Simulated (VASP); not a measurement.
## CdBr3: single point with RPBE

CdBr3:

```
CELL_PARAMETERS angstrom
7.71326 0.00000 0.00000
-3.85663 6.67988 0.00000
0.00000 0.00000 4.40310
ATOMIC_POSITIONS crystal
Br 0.38770 0.30190 0.25000
Br 0.08580 0.38770 0.75000
Br 0.69810 0.08580 0.25000
Br 0.61230 0.69810 0.75000
Br 0.91420 0.61230 0.25000
Br 0.30190 0.91420 0.75000
Cd 0.33330 0.66670 0.25000
Cd 0.66660 0.33330 0.75000
```

```yaml
Program: VASP 6.6.1
Task: single point
Functional: RPBE
Potentials_or_basis: VASP PAW PBE potentials, release 64 (Br, Cd)
Cutoff: 520 eV
k_mesh: 3 × 3 × 4
Occupations: fermi-dirac, width 0.1 eV
Spin: no spin polarisation
```

```yaml
Pressure: 3.0 GPa
Largest_force: 0.184 eV/Å
Band_gap_on_the_k_mesh: zero (bands 33 and 34 overlap by 0.12 eV)
```

Forces in eV/Å, atoms in the order of the input:
```
Br  -0.091 -0.160  0.000
Br   0.093 -0.158  0.000
Br   0.184  0.002  0.000
Br   0.090  0.160  0.000
Br  -0.093  0.158  0.000
Br  -0.184 -0.002  0.000
Cd   0.000  0.000  0.000
Cd   0.000  0.000  0.000
```

Stress tensor (GPa, compression positive):
```
3.28 0.00 0.00
0.00 3.28 0.00
0.00 0.00 2.34
```

Levels at points of the mesh, in eV from the Fermi level:
```
           k point  band 30  band 31  band 32  band 33  band 34  band 35  band 36  band 37  band 38  band 39
(0.00, 0.00, 0.00)    -0.69    -0.54    -0.24    -0.24    -0.11     1.70     2.78     6.50     6.51     6.55
(0.00, 0.00, 0.50)    -0.72    -0.10    -0.10    -0.10    -0.10     3.27     3.27     7.11     7.11     7.11
```

Run time: 2.2 min on 1 thread of Intel(R) Xeon(R) Platinum 8375C CPU @ 2.90GHz (Ice Lake) (shared host), peak memory 0.39 GiB.

Caveat: the PAW data sets were made with another functional, which shifts forces and pressure a little.
